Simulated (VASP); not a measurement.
# CdS (Hawleyite) in VASP: further runs, part 2 of 2

VASP 6.6.1. The steps go on from the part before.

## (5) Single point, LDA

INCAR

```
SYSTEM = CdS
PREC = Accurate
ENCUT = 500
EDIFF = 1E-6
ISMEAR = -1
SIGMA = 0.05
LREAL = .False.
LASPH = .True.
NELM = 120
ALGO = Normal
ISIF = 2
LWAVE = .False.
LCHARG = .False.
NBANDS = 16
GGA_COMPAT = .False.
```

KPOINTS

```
Automatic mesh
0
Gamma
  6 6 6
  0 0 0
```

POSCAR

```
CdS
1.0
    0.0145825000      2.9237912500      2.9237912500
    2.9237912500      0.0145825000      2.9237912500
    2.9237912500      2.9237912500      0.0145825000
Cd S
1 1
Direct
    0.0000000000      0.0000000000      0.0000000000
    0.2500000000      0.2500000000      0.2500000000
```

Potentials or basis: VASP PAW LDA potentials, release 64 (Cd, S).

Run with:

```
$ cat potpaw_LDA.64/Cd/POTCAR potpaw_LDA.64/S/POTCAR > POTCAR
$ mpirun -np 1 vasp_std > vasp.out
```

OUTCAR:

```text
SYSTEM = CdS
   PREC = Accurate
   ENCUT = 500
   EDIFF = 1E-6
   ISMEAR = -1
   LREAL = .False.
   LASPH = .True.
   NELM = 120
   ISIF = 2

 ion  position               nearest neighbor table
   1  0.000  0.000  0.000-   2 2.52   2 2.52   2 2.52   2 2.54
   2  0.250  0.250  0.250-   1 2.52   1 2.52   1 2.52   1 2.54

  LATTYP: Found a trigonal (rhomboedric) cell.
 ALAT       =     4.1348909534
 COS(alpha) =     0.5049812503

  Lattice vectors:

 A1 = (   0.0145825000,   2.9237912500,   2.9237912500)
 A2 = (   2.9237912500,   0.0145825000,   2.9237912500)
 A3 = (   2.9237912500,   2.9237912500,   0.0145825000)

Analysis of symmetry for initial positions (statically):
=====================================================================
 Subroutine PRICEL returns:
 Original cell was already a primitive cell.

 Routine SETGRP: Setting up the symmetry group for a
 trigonal (rhombohedral) supercell.

 Subroutine GETGRP returns: Found  6 space group operations
 (whereof  6 operations were pure point group operations)
 out of a pool of 12 trial point group operations.

The static configuration has the point symmetry C_3v.

Analysis of symmetry for dynamics (positions and initial velocities):
=====================================================================
 Subroutine PRICEL returns:
 Original cell was already a primitive cell.

 Routine SETGRP: Setting up the symmetry group for a
 trigonal (rhombohedral) supercell.

 Subroutine GETGRP returns: Found  6 space group operations
 (whereof  6 operations were pure point group operations)
 out of a pool of 12 trial point group operations.

The dynamic configuration has the point symmetry C_3v.

 Subroutine INISYM returns: Found  6 space group operations
 (whereof  6 operations are pure point group operations),
 and found     1 'primitive' translations

----------------------------------------------------------------------------------------

                                     Primitive cell

  volume of cell :      49.6144
[... 108 lines left out ...]
     AMIX     =   0.40;   BMIX     =  1.00
     AMIX_MAG =   1.60;   BMIX_MAG =  1.00
  volume/ion in A,a.u.               =      24.81       167.41
  Fermi-wavevector in a.u.,A,eV,Ry     =   1.167606  2.206456 18.548881  1.363304
  Thomas-Fermi vector in A             =   2.304104
   LORBIT       =      0    0 simple, 1 ext, 2 COOP (PROOUT), +10 PAW based schemes
   GGA     = CA    functional components
   LHFCALC =     F    Hartree Fock is set to
   AEXX    =    0.0000 exact exchange contribution
   IVDW    =     0    specifies the selected vdW correction
   LEPSILON=     F    determine dielectric tensor
   LRPA    =     F    only Hartree local field effects (RPA)
 non-spin polarized calculation
  energy-cutoff  :      500.00
  volume of cell :       49.61
 maximum number of plane-waves:      1281
   NGX = 15   NGY = 15   NGZ = 15

 number of electron      18.0000002 magnetization

 Free energy of the ion-electron system (eV)
  ---------------------------------------------------
  ext. energy  EPLUGINS =         0.00000000
  ---------------------------------------------------
  free energy    TOTEN  =        -7.39428416 eV

  energy without entropy =       -7.39428185  energy(sigma->0) =       -7.39428300

 E-fermi :   1.6051     XC(G=0):  -9.5856

 val. band max:        1.1376458549   @ k =   0.0000   0.0000   0.0000
 cond. band min:       2.0201868940   @ k =   0.0000   0.0000   0.0000
 fundamental gap:      0.8825410392
 Fermi energy:         1.6050846873

 k-point     1 :       0.0000    0.0000    0.0000
  band No.  band energies     occupation
      1     -11.2263      2.00000
      2      -6.6533      2.00000
      3      -6.6533      2.00000
      4      -6.6447      2.00000
      5      -6.1659      2.00000
      6      -6.1659      2.00000
[... 433 lines left out ...]
      3      -6.3772      2.00000
      4      -6.2465      2.00000
      5      -6.1236      2.00000
      6      -5.5669      2.00000
[... 8 lines left out ...]
     15      14.2495      0.00000
     16      14.2806      0.00000

 [... further k-points ...]

------------------------ aborting loop because EDIFF is reached ----------------------------------------

  FORCE on cell =-STRESS in cart. coord.  units (eV):
  Direction    XX          YY          ZZ          XY          YZ          ZX
  --------------------------------------------------------------------------------------
  -------------------------------------------------------------------------------------
  Total       -0.6147731     -0.6147731     -0.6147731     -0.0804007     -0.0804007     -0.0804007
  in kB      -19.8526121    -19.8526121    -19.8526121     -2.5963453     -2.5963453     -2.5963453
  external PRESSURE =     -19.8526121 kB  Pullay stress =       0.0000000 kB

 VOLUME and BASIS-vectors are now :
 -----------------------------------------------------------------------------
  energy-cutoff  :      500.00
  volume of cell :       49.61
      direct lattice vectors                 reciprocal lattice vectors
     0.014582500  2.923791250  2.923791250    -0.172295570  0.171440506  0.171440506
     2.923791250  0.014582500  2.923791250     0.171440506 -0.172295570  0.171440506
     2.923791250  2.923791250  0.014582500     0.171440506  0.171440506 -0.172295570

 POSITION                                       TOTAL-FORCE (eV/Angst)
 -----------------------------------------------------------------------------------
      0.00000      0.00000      0.00000         0.029197      0.029197      0.029197
      1.46554      1.46554      1.46554        -0.029197     -0.029197     -0.029197
 -----------------------------------------------------------------------------------
    total drift:                                0.000100      0.000100      0.000100

  FREE ENERGIE OF THE ION-ELECTRON SYSTEM (eV)
  ---------------------------------------------------
  free  energy   TOTEN  =        -7.3942841573 eV

  energy  without entropy=       -7.3942818505  energy(sigma->0) =       -7.39428300
```

OSZICAR:

```text
N       E                     dE             d eps       ncg     rms          rms(c)
DAV:   1     0.100706894461E+03    0.10071E+03   -0.89813E+03  1080   0.100E+03
DAV:   2    -0.406800541640E+01   -0.10477E+03   -0.98546E+02  1256   0.248E+02
DAV:   3    -0.788778984600E+01   -0.38198E+01   -0.38130E+01  1248   0.488E+01
DAV:   4    -0.791108496764E+01   -0.23295E-01   -0.23293E-01  1328   0.374E+00
DAV:   5    -0.791139818344E+01   -0.31322E-03   -0.31321E-03  1200   0.408E-01    0.808E+00
DAV:   6    -0.742604127593E+01    0.48536E+00   -0.78047E-01  1600   0.116E+01    0.642E+00
DAV:   7    -0.740002406360E+01    0.26017E-01   -0.15202E-01  1360   0.280E+00    0.302E+00
DAV:   8    -0.739470667332E+01    0.53174E-02   -0.16497E-02  1072   0.158E+00    0.230E-01
DAV:   9    -0.739428236673E+01    0.42431E-03   -0.18164E-03  1408   0.654E-01    0.522E-02
DAV:  10    -0.739427735394E+01    0.50128E-05   -0.15893E-04  1144   0.146E-01    0.571E-02
DAV:  11    -0.739428940574E+01   -0.12052E-04   -0.41904E-05  1312   0.614E-02    0.150E-02
DAV:  12    -0.739428400076E+01    0.54050E-05   -0.16665E-05  1576   0.535E-02    0.646E-03
DAV:  13    -0.739428415734E+01   -0.15658E-06   -0.14136E-06  1032   0.802E-03
   1 F= -.73942842E+01 E0= -.73942830E+01  d E =-.230683E-05
```

stdout:

```text
POSCAR found type information on POSCAR CdS
 POSCAR found :  2 types and       2 ions
 scaLAPACK will be used
 LDA part: xc-table for (Slater(with rela. corr.)+CA(PZ))
 , standard interpolation
 POSCAR, INCAR and KPOINTS ok, starting setup
 FFT: planning ... GRIDC
 FFT: planning ... GRID_SOFT
 FFT: planning ... GRID
 WAVECAR not read
 entering main loop
```

It took 23 s on 1 thread of Intel Xeon Platinum 8259CL at 2.50GHz (Skylake/Cascade Lake), shared host; peak memory 0.16 GiB.

Results:

* Free energy: -7.3943 eV
* Pressure: -2.0 GPa
* Largest force: 0.051 eV/Å
* Band gap on the k mesh: 0.88 eV, direct

Forces on the atoms (eV/Å):
```
Cd   0.029  0.029  0.029
S   -0.029 -0.029 -0.029
```

Levels at points of the mesh, in eV from the valence-band top:
| k point | band 6 | band 7 | band 8 | band 9 | band 10 | band 11 | band 12 | band 13 |
| --- | --- | --- | --- | --- | --- | --- | --- | --- |
| (0.00, 0.00, 0.00) | -7.30 | -0.02 | 0.00 | 0.00 | 0.88 | 6.29 | 6.38 | 6.38 |
| (0.50, 0.00, 0.00) | -6.92 | -4.53 | -0.79 | -0.78 | 2.77 | 6.79 | 6.85 | 7.23 |
| (0.50, 0.50, 0.00) | -6.85 | -4.06 | -1.95 | -1.91 | 3.30 | 4.16 | 8.94 | 10.52 |
| (0.50, 0.50, 0.50) | -6.93 | -4.52 | -0.75 | -0.75 | 2.81 | 6.86 | 6.86 | 7.18 |

## (6) Single point, LDA

INCAR

```
SYSTEM = CdS
PREC     = Accurate       ! precision mode
ENCUT    = 500            ! plane-wave cutoff, eV
EDIFF    = 1E-6           ! SCF threshold, eV
ISMEAR   = -1             ! smearing method
SIGMA    = 0.05           ! smearing width, eV
LREAL    = .FALSE.        ! projectors in reciprocal space
LASPH    = .TRUE.         ! aspherical terms in the spheres
NELM     = 120            ! most SCF steps
ALGO     = Normal         ! electronic algorithm
ISIF     = 2              ! what is computed and relaxed
LWAVE    = .FALSE.        ! write WAVECAR
LCHARG   = .FALSE.        ! write CHGCAR
NBANDS   = 16             ! bands
GGA_COMPAT= .FALSE.
```

KPOINTS

```
regular mesh
0
G
  6 6 6
  0 0 0
```

POSCAR

```
CdS
1.0
    0.0291650000      2.9310825000      2.9310825000
    2.9310825000      0.0291650000      2.9310825000
    2.9310825000      2.9310825000      0.0291650000
Cd S
1 1
Direct
    0.0000000000      0.0000000000      0.0000000000
    0.2500000000      0.2500000000      0.2500000000
```

Potentials or basis: VASP PAW LDA potentials, release 64 (Cd, S).

Run with:

```
$ cat potpaw_LDA.64/Cd/POTCAR potpaw_LDA.64/S/POTCAR > POTCAR
$ mpirun -np 1 vasp_std > vasp.out
```

It took 24 s on 1 thread of Intel Xeon Platinum 8259CL at 2.50GHz (Skylake/Cascade Lake), shared host; peak memory 0.15 GiB.

Results (log left out):

| Property | Result |
| --- | --- |
| Free energy | -7.3925 eV |
| Pressure | -2.0 GPa |
| Largest force | 0.098 eV/Å |
| Band gap on the k mesh | 0.87 eV, direct |

Forces on the atoms (eV/Å):
```
Cd   0.057  0.057  0.057
S   -0.057 -0.057 -0.057
```

Stress tensor (GPa, compression positive):
```
-1.97 -0.51 -0.51
-0.51 -1.97 -0.51
-0.51 -0.51 -1.97
```

Levels at points of the mesh, in eV from the valence-band top:
| k point | band 6 | band 7 | band 8 | band 9 | band 10 | band 11 | band 12 | band 13 |
| --- | --- | --- | --- | --- | --- | --- | --- | --- |
| (0.00, 0.00, 0.00) | -7.31 | -0.05 | 0.00 | 0.00 | 0.87 | 6.22 | 6.41 | 6.41 |
| (0.50, 0.00, 0.00) | -6.92 | -4.54 | -0.81 | -0.79 | 2.75 | 6.74 | 6.86 | 7.24 |
| (0.50, 0.50, 0.00) | -6.86 | -4.07 | -1.98 | -1.90 | 3.29 | 4.16 | 8.93 | 10.50 |
| (0.50, 0.50, 0.50) | -6.94 | -4.53 | -0.74 | -0.74 | 2.83 | 6.89 | 6.89 | 7.13 |

## (7) The runs side by side

```csv
cell,gap on the mesh (eV),pressure (GPa),largest force (eV/Å)
"a = 4.125 Å, angles 60.0°, 2 atoms",0.89,-2.0,-
"a = 4.104 Å, angles 60.7°, 2 atoms",0.86,-2.0,0.11
"a = 4.114 Å, angles 60.3°, 2 atoms",0.88,-2.0,0.05
"a = 4.135 Å, angles 59.7°, 2 atoms",0.88,-2.0,0.05
"a = 4.145 Å, angles 59.3°, 2 atoms",0.87,-2.0,0.10
```

Alike in all rows: task single point; level LDA; potentials or basis VASP PAW LDA potentials, release 64 (Cd, S); no spin polarisation; k mesh 6 × 6 × 6; cutoff (eV) 500; smearing fermi-dirac 0.05 eV.

Total energies depend on the potentials used, so only differences within one code and one set of settings carry meaning.
